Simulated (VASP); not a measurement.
Wanted: the native input for a VASP 6.6.1 run.

| Item | Value |
| --- | --- |
| Task | single point |
| Functional | PBE |
| Potentials or basis | VASP PAW PBE potentials, release 64 (Sn_d) |
| Cutoff | 520 eV |
| k mesh | 15 × 15 × 15 |
| Occupations | fermi-dirac, width 0.05 eV |
| Spin | no spin polarisation |
| Dipole correction | no |
| Further INCAR settings | ALGO = Normal; EDIFF = 1e-06; NBANDS = 13 |

The structure of Sn lies in POSCAR:

```
Sn
1.0
   -1.8997618328      1.8997618328      1.8997618328
    1.8997618328     -1.8997618328      1.8997618328
    1.8997618328      1.8997618328     -1.8997618328
Sn
1
Direct
    0.0000000000      0.0000000000      0.0000000000
```

One way to write it, as run:

INCAR

```
  PREC = Accurate
  ENCUT = 520
  EDIFF = 1E-6
  ISMEAR = -1
  SIGMA = 0.05
  LREAL = False
  LASPH = True
  NELM = 80
  ALGO = Normal
  ISIF = 2
  LWAVE = False
  LCHARG = False
  GGA = PE
  NBANDS = 13
```

KPOINTS

```
Automatic mesh
0
Gamma
  15 15 15
```

Potentials or basis: VASP PAW PBE potentials, release 64 (Sn_d).

Command:

```sh
$ cat potpaw_PBE.64/Sn_d/POTCAR > POTCAR
$ mpirun -np 1 vasp_std > vasp.out
```

It gave:

| Item | Value |
| --- | --- |
| Pressure | 0.3 GPa |
| Band gap on the k mesh | zero (band 7 reaches 15.87 eV, above the bottom of band 8 at 5.55 eV) |

Caveat: spin-orbit coupling is left out, which moves the levels of the heavy elements.

It took 9.2 s on 1 thread of Intel(R) Xeon(R) 6975P-C (Granite Rapids), with other jobs on the host, peak memory 0.16 GiB.
